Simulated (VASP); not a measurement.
# H2C19 in VASP: single point with PBE

Aim: the single point of H2C19 with PBE.

Program: VASP 6.6.1. These are calculated values, not measurements. Logs are shortened: lines on timing, memory, paths and dates and some standing lists are left out, and cuts for length are marked.

## Step 1: The cell of the first run

The cell holds a slab with vacuum, 21 atoms: a = 7.398 Å, b = 7.398 Å, c = 11.000 Å, α = 90.00°, β = 90.00°, γ = 120.00°.

## Step 2: Single point, PBE

INCAR reads:

```
SYSTEM = H2C19
ALGO     = Normal         ! electronic algorithm
EDIFF    = 1E-7           ! SCF threshold, eV
ENCUT    = 520            ! plane-wave cutoff, eV
GGA      = PE             ! functional
ISIF     = 2              ! what is computed and relaxed
ISMEAR   = 0              ! smearing method
LASPH    = .TRUE.         ! aspherical terms in the spheres
LCHARG   = .FALSE.        ! write CHGCAR
LREAL    = Auto         
LWAVE    = .FALSE.        ! write WAVECAR
NBANDS   = 55             ! bands
NELM     = 80             ! most SCF steps
PREC     = Accurate       ! precision mode
SIGMA    = 0.02           ! smearing width, eV
```

KPOINTS reads:

```
k-points
0
G
  2 2 1
  0 0 0
```

POSCAR reads:

```
H2C19
1.0
    7.3980000000      0.0000000000      0.0000000000
   -3.6990000000      6.4068560000      0.0000000000
    0.0000000000      0.0000000000     11.0000000000
C H
19 2
Direct
   -0.0039102539      0.0112375015      0.0806289204
    0.2190676624      0.1239649700      0.0789296889
   -0.0087401865      0.3409764996      0.0903100803
    0.2134790943      0.4459504919      0.1218901114
   -0.0030475604      0.6789844052      0.0865650814
    0.2175760114      0.7936516180      0.0903780546
    0.3291906071      0.0106448596      0.0789710108
    0.5521629841      0.1233739263      0.0806747921
    0.3306794272      0.3409628845      0.0903193203
    0.5513004500      0.4556342787      0.0865389792
    0.3347737711      0.6886482125      0.1219421443
    0.5570028485      0.7936480917      0.0903625318
    0.6623808837      0.0106312012      0.0789529804
    0.8858658674      0.1239797455      0.0789169917
    0.6622785729      0.3436094504      0.0819397177
    0.8853025025      0.4556339437      0.0865533620
    0.6629510175      0.6789852936      0.0865633350
    0.8859654222      0.7909947605      0.0819415078
    0.2741302141      0.5672428987      0.2401852692
    0.3995777117      0.5672271637      0.2918871375
    0.1486230527      0.5670835031      0.2919127834
```

Potentials or basis: VASP PAW PBE potentials, release 64 (C, H).

The run is started by

```console
cat potpaw_PBE.64/C/POTCAR potpaw_PBE.64/H/POTCAR > POTCAR
mpirun -np 1 vasp_std > vasp.out
```

OUTCAR:

```text
SYSTEM = H2C19
   EDIFF = 1E-7
   ENCUT = 520
   GGA = PE
   ISIF = 2
   ISMEAR = 0
   LASPH = .TRUE.
   LREAL = Auto
   NELM = 80
   PREC = Accurate

 ion  position               nearest neighbor table
   1  0.996  0.011  0.081-  18 1.41  14 1.43   2 1.43
   2  0.219  0.124  0.079-   9 1.40   1 1.43   7 1.43
   3  0.991  0.341  0.090-  14 1.40  16 1.41   4 1.47
   4  0.213  0.446  0.122-   9 1.47   3 1.47  19 1.52  11 1.55
   5  0.997  0.679  0.087-   6 1.41  18 1.43  16 1.43
   6  0.218  0.794  0.090-   7 1.40   5 1.41  11 1.47
   7  0.329  0.011  0.079-   6 1.40   8 1.43   2 1.43
   8  0.552  0.123  0.081-  15 1.41  13 1.43   7 1.43
   9  0.331  0.341  0.090-   2 1.40  10 1.41   4 1.47
  10  0.551  0.456  0.087-   9 1.41  15 1.43  17 1.43
  11  0.335  0.689  0.122-   6 1.47  12 1.47  19 1.52   4 1.55
  12  0.557  0.794  0.090-  13 1.40  17 1.41  11 1.47
  13  0.662  0.011  0.079-  12 1.40   8 1.43  14 1.43
  14  0.886  0.124  0.079-   3 1.40   1 1.43  13 1.43
  15  0.662  0.344  0.082-   8 1.41  10 1.43  16 1.43
  16  0.885  0.456  0.087-   3 1.41  15 1.43   5 1.43
  17  0.663  0.679  0.087-  12 1.41  18 1.43  10 1.43
  18  0.886  0.791  0.082-   1 1.41   5 1.43  17 1.43
  19  0.274  0.567  0.240-  21 1.09  20 1.09  11 1.52   4 1.52
  20  0.400  0.567  0.292-  19 1.09
  21  0.149  0.567  0.292-  19 1.09

  LATTYP: Found a hexagonal cell.
 ALAT       =     7.3980000000
 C/A-ratio  =     1.4868883482

  Lattice vectors:

 A1 = (   7.3980000000,   0.0000000000,   0.0000000000)
 A2 = (  -3.6990000000,   6.4068560000,   0.0000000000)
 A3 = (   0.0000000000,   0.0000000000,  11.0000000000)

Analysis of symmetry for initial positions (statically):
=====================================================================
 Subroutine PRICEL returns:
 Original cell was already a primitive cell.

 Routine SETGRP: Setting up the symmetry group for a
 hexagonal supercell.

 Subroutine GETGRP returns: Found  1 space group operations
 (whereof  1 operations were pure point group operations)
 out of a pool of 24 trial point group operations.

The static configuration has the point symmetry C_1 .

Analysis of symmetry for dynamics (positions and initial velocities):
=====================================================================
 Subroutine PRICEL returns:
 Original cell was already a primitive cell.

 Routine SETGRP: Setting up the symmetry group for a
 hexagonal supercell.

 Subroutine GETGRP returns: Found  1 space group operations
 (whereof  1 operations were pure point group operations)
 out of a pool of 24 trial point group operations.

The dynamic configuration has the point symmetry C_1 .

 Subroutine INISYM returns: Found  1 space group operations
 (whereof  1 operations are pure point group operations),
 and found     1 'primitive' translations

----------------------------------------------------------------------------------------

                                     Primitive cell

  volume of cell :     521.3771

  direct lattice vectors                    reciprocal lattice vectors
     7.398000000  0.000000000  0.000000000     0.135171668  0.078041398  0.000000000
    -3.699000000  6.406856000  0.000000000     0.000000000  0.156082796  0.000000000
     0.000000000  0.000000000 11.000000000     0.000000000  0.000000000  0.090909091

  length of vectors
     7.398000000  7.398000054 11.000000000     0.156082797  0.156082796  0.090909091

  position of ions in fractional coordinates (direct lattice)
     0.996089746  0.011237501  0.080628920
     0.219067662  0.123964970  0.078929689
     0.991259814  0.340976500  0.090310080
     0.213479094  0.445950492  0.121890111
     0.996952440  0.678984405  0.086565081
     0.217576011  0.793651618  0.090378055
[... 13 lines left out ...]
     0.399577712  0.567227164  0.291887137
     0.148623053  0.567083503  0.291912783

  ion indices of the primitive-cell ions
   primitive index   ion index
                 1           1
                 2           2
                 3           3
                 4           4
                 5           5
                 6           6
[... 13 lines left out ...]
                20          20
                21          21

----------------------------------------------------------------------------------------

 KPOINTS: k-points

Automatic generation of k-mesh.
 Grid dimensions read from file:
 generate k-points for:    2    2    1

 Generating k-lattice:

  Cartesian coordinates                     Fractional coordinates (reciprocal lattice)
     0.067585834  0.039020699  0.000000000     0.500000000 -0.000000000  0.000000000
     0.000000000  0.078041398  0.000000000     0.000000000  0.500000000  0.000000000
     0.000000000  0.000000000  0.090909091     0.000000000  0.000000000  1.000000000

  Length of vectors
     0.078041399  0.078041398  0.090909091

  Shift w.r.t. Gamma in fractional coordinates (k-lattice)
     0.000000000  0.000000000  0.000000000

 Subroutine IBZKPT returns following result:
 ===========================================

 Found      4 irreducible k-points:

 Following reciprocal coordinates:
            Coordinates               Weight
  0.000000  0.000000  0.000000      1.000000
  0.500000 -0.000000  0.000000      1.000000
  0.000000  0.500000  0.000000      1.000000
  0.500000  0.500000  0.000000      1.000000
   k-points           NKPTS =      4   k-points in BZ     NKDIM =      4   number of bands    NBANDS=     55
   number of dos      NEDOS =    301   number of ions     NIONS =     21
   total plane-waves  NPLWV = 263424
   dimension x,y,z NGX =    56 NGY =   56 NGZ =   84
   dimension x,y,z NGXF=   112 NGYF=  112 NGZF=  168
   ions per type =              19   2
   NGX,Y,Z   is equivalent  to a cutoff of  12.58, 12.58, 12.70 a.u.
   NGXF,Y,Z  is equivalent  to a cutoff of  25.17, 25.17, 25.39 a.u.
 SYSTEM =  H2C19
   PREC   = accura    normal or accurate (medium, high low for compatibility)
   ISTART =      0    job   : 0-new  1-cont  2-samecut
   ICHARG =      2    charge: 1-file 2-atom 10-const
   ISPIN  =      1    spin polarized calculation?
   LNONCOLLINEAR =      F non collinear calculations
   LSORBIT =      F    spin-orbit coupling
   LASPH  =      T    aspherical Exc in radial PAW
   ENCUT  =  520.0 eV  38.22 Ry    6.18 a.u.  13.76 13.76 20.45*2*pi/ulx,y,z
   NELM   =     80;   NELMIN=  2; NELMDL= -5     # of ELM steps
   EDIFF  = 0.1E-06   stopping-criterion for ELM
   LREAL  =      T    real-space projection
   EDIFFG = 0.1E-05   stopping-criterion for IOM
   NSW    =      0    number of steps for IOM
   IBRION =     -1    ionic relax: 0-MD 1-quasi-New 2-CG
   NFREE  =      0    steps in history (QN), initial steepest desc. (CG)
   ISIF   =      2    stress and relaxation
   ISYM   =      2    0-nonsym 1-usesym 2-fastsym
   POTIM  = 0.5000    time-step for ionic-motion
   TEBEG  =    0.0;   TEEND  =   0.0 temperature during run
   PSTRESS=    0.0 pullay stress
   NELECT =      78.0000    total number of electrons
   NUPDOWN=      -1.0000    fix difference up-down
   EMIN   =  10.00;   EMAX   =-10.00  energy-range for DOS
   EFERMI =   0.00;   METHOD = LEGACY
   ISMEAR =     0;   SIGMA  =   0.02  broadening in eV -4-tet -1-fermi 0-gaus
   EFERMI_NEDOS =   21; number of points for ismear=-14 and -15
   IALGO  =     38    algorithm
   IMIX   =      4    mixing-type and parameters
     AMIX     =   0.40;   BMIX     =  1.00
     AMIX_MAG =   1.60;   BMIX_MAG =  1.00
  volume/ion in A,a.u.               =      24.83       167.54
  Fermi-wavevector in a.u.,A,eV,Ry     =   0.869072  1.642308 10.276289  0.755286
  Thomas-Fermi vector in A             =   1.987841
   LORBIT       =      0    0 simple, 1 ext, 2 COOP (PROOUT), +10 PAW based schemes
   GGA     = PE    functional components
   LHFCALC =     F    Hartree Fock is set to
   AEXX    =    0.0000 exact exchange contribution
   IVDW    =     0    specifies the selected vdW correction
   LEPSILON=     F    determine dielectric tensor
   LRPA    =     F    only Hartree local field effects (RPA)
 non-spin polarized calculation
 Gauss-broadening in eV      SIGMA  =   0.02
  energy-cutoff  :      520.00
  volume of cell :      521.38
 maximum number of plane-waves:     14099
 NGX is ok and might be reduce to    56
   NGX = 27   NGY = 27   NGZ = 41

 number of electron      78.0000003 magnetization

 Free energy of the ion-electron system (eV)
  ---------------------------------------------------
  ext. energy  EPLUGINS =         0.00000000
  ---------------------------------------------------
  free energy    TOTEN  =      -179.87394431 eV

  energy without entropy =     -179.87394431  energy(sigma->0) =     -179.87394431

 E-fermi :  -1.1139     XC(G=0):  -4.2597

 val. band max:       -1.1927501428   @ k =   0.0000   0.0000   0.0000
 cond. band min:      -1.0350726538   @ k =   0.0000   0.0000   0.0000
 fundamental gap:      0.1576774890
 Fermi energy:        -1.1139161253

 k-point     1 :       0.0000    0.0000    0.0000
  band No.  band energies     occupation
      1     -20.9992      2.00000
      2     -19.3333      2.00000
      3     -18.1739      2.00000
      4     -18.1652      2.00000
      5     -18.0821      2.00000
      6     -18.0642      2.00000
[... 43 lines left out ...]
     50       4.4594      0.00000
     51       4.6495      0.00000

 k-point     2 :       0.5000   -0.0000    0.0000
  band No.  band energies     occupation
      1     -20.6655      2.00000
      2     -20.0089      2.00000
      3     -19.1471      2.00000
      4     -18.7420      2.00000
      5     -17.2843      2.00000
      6     -16.2784      2.00000
[... 43 lines left out ...]
     50       4.3600      0.00000
     51       4.5157      0.00000

 k-point     3 :       0.0000    0.5000    0.0000
  band No.  band energies     occupation
      1     -20.6499      2.00000
      2     -20.0531      2.00000
      3     -19.1032      2.00000
      4     -18.7592      2.00000
      5     -17.2272      2.00000
      6     -16.3642      2.00000
[... 43 lines left out ...]
     50       4.2702      0.00000
     51       4.9591      0.00000

 k-point     4 :       0.5000    0.5000    0.0000
  band No.  band energies     occupation
      1     -20.6654      2.00000
      2     -20.0092      2.00000
      3     -19.1468      2.00000
      4     -18.7420      2.00000
      5     -17.2845      2.00000
      6     -16.2786      2.00000
[... 43 lines left out ...]
     50       4.3602      0.00000
     51       4.5161      0.00000
 [bands above 51 left out]

------------------------ aborting loop because EDIFF is reached ----------------------------------------

  FORCE on cell =-STRESS in cart. coord.  units (eV):
  Direction    XX          YY          ZZ          XY          YZ          ZX
  --------------------------------------------------------------------------------------
  -------------------------------------------------------------------------------------
  Total        7.7365690      1.8429485     -0.0147201     -0.0163394     -0.0092042     -0.0052388
  in kB       23.7742602      5.6633293     -0.0452345     -0.0502104     -0.0282842     -0.0160987
  external PRESSURE =       9.7974517 kB  Pullay stress =       0.0000000 kB

 VOLUME and BASIS-vectors are now :
 -----------------------------------------------------------------------------
  energy-cutoff  :      520.00
  volume of cell :      521.38
      direct lattice vectors                 reciprocal lattice vectors
     7.398000000  0.000000000  0.000000000     0.135171668  0.078041398  0.000000000
    -3.699000000  6.406856000  0.000000000     0.000000000  0.156082796  0.000000000
     0.000000000  0.000000000 11.000000000     0.000000000  0.000000000  0.090909091

 POSITION                                       TOTAL-FORCE (eV/Angst)
 -----------------------------------------------------------------------------------
      7.32750      0.07200      0.88692         0.001301      0.008310     -0.001090
      1.16212      0.79423      0.86823        -0.010717      0.001302     -0.004726
      6.07207      2.18459      0.99341         0.010621      0.002865     -0.003018
     -0.07025      2.85714      1.34079        -0.008223     -0.024931     -0.022412
      4.86389      4.35016      0.95222         0.004300     -0.004394      0.002463
     -1.32609      5.08481      0.99416        -0.000382     -0.012499     -0.004568
[... 13 lines left out ...]
      0.85790      3.63414      3.21076         0.011007      0.000335      0.010163
     -0.99813      3.63322      3.21104        -0.012533      0.001599      0.010901
 -----------------------------------------------------------------------------------
    total drift:                                0.006121      0.001617      0.006277

  FREE ENERGIE OF THE ION-ELECTRON SYSTEM (eV)
  ---------------------------------------------------
  free  energy   TOTEN  =      -179.8739443108 eV

  energy  without entropy=     -179.8739443098  energy(sigma->0) =     -179.87394431
```

It took 3 min on 1 thread of Intel Xeon 6975P-C (Granite Rapids), shared host; peak memory 0.57 GiB.

What came out:

- Free energy: -179.8739 eV
- Largest force: 0.061 eV/Å
- Band gap on the k mesh: 0.16 eV, direct

Forces in eV/Å, atoms in the order of the input:
```
C    0.001  0.008 -0.001
C   -0.011  0.001 -0.005
C    0.011  0.003 -0.003
C   -0.008 -0.025 -0.022
C    0.004 -0.004  0.002
C    0.000 -0.012 -0.005
C    0.008  0.001 -0.006
C   -0.003 -0.006 -0.004
C   -0.001  0.003 -0.008
C   -0.002  0.003  0.000
C    0.012  0.029 -0.023
C   -0.013 -0.014 -0.001
C    0.005  0.008 -0.005
C   -0.001 -0.002 -0.004
C    0.007  0.012  0.003
C   -0.007  0.003 -0.003
C    0.007 -0.006  0.003
C   -0.003  0.001  0.001
C   -0.006 -0.004  0.061
H    0.011  0.000  0.010
H   -0.013  0.002  0.011
```

Caveat: the k points lie up to 0.49 Å⁻¹ apart.
